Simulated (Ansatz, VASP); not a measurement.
## One calculation of AgBr, two programs

INCAR

```
SYSTEM = AgBr
PREC = Accurate
ENCUT = 400
EDIFF = 1E-8
ISMEAR = -1
SIGMA = 0.03
LREAL = .FALSE.
LASPH = .TRUE.
NELM = 120
ALGO = Normal
ISIF = 2
LWAVE = .FALSE.
LCHARG = .FALSE.
GGA = CA
LEFG = .TRUE.
NBANDS = 16
GGA_COMPAT = .FALSE.
```

The input KPOINTS:

```
regular mesh
0
G
  7 7 7
  0 0 0
```

Contents of POSCAR:

```
AgBr
1.0
    0.0000000000      2.9051634709      2.9051634709
    2.9051634709      0.0000000000      2.9051634709
    2.9051634709      2.9051634709      0.0000000000
Ag Br
1 1
Direct
    0.5000000000      0.5000000000      0.5000000000
    0.0000000000      0.0000000000      0.0000000000
```

Input for Ansatz:

```yaml
crystal:
  lattice:
    - [0.0, 2.9051634709, 2.9051634709]
    - [2.9051634709, 0.0, 2.9051634709]
    - [2.9051634709, 2.9051634709, 0.0]
  atoms:
    - { symbol: Ag, position: [0.5, 0.5, 0.5] }
    - { symbol: Br, position: [0.0, 0.0, 0.0] }
kpoints:
  mp_grid: { grid: [7, 7, 7] }
scf:
  occupations: { method: fermi_dirac, width: 0.03 }
hamiltonian:
  xc: lda
  pseudopotentials: { kind: paw }
output:
  forces: true
  stress: true
  eigenvalues: true
  efg: { contact_densities: true }
  write_density: true
  write_potential: true
  elf: true
  volumetric_format: npy
```

Change from the starting cell: volume scaled by 1.02, PAW files.

Alike in both runs: task electric field gradients; functional LDA; k mesh 7 × 7 × 7; occupations fermi-dirac, width 0.03 eV; no spin polarisation.

|  | VASP | Ansatz |
| --- | --- | --- |
| version | VASP 6.6.1 | Ansatz 0.2.0 |
| potentials or method | VASP PAW LDA potentials, release 64 (Ag, Br) | PAW with Ansatz's default frozen-core files, scalar-relativistic |
| plane-wave cutoff (eV) | 400 | 420 |
| valence electrons in the cell | 18 | 26 |

Ansatz gave:

| Quantity | Value |
| --- | --- |
| pressure (GPa) | -5.5 |

Task: Which values does VASP return?

Result: Pressure (GPa): -5.6.

LDA's correlation is that of Perdew and Zunger in VASP and of Perdew and Wang (1992) in Ansatz. VASP's potentials hold 18 valence electrons a cell and Ansatz's 26, so a difference there can come from the potentials and not from the codes.
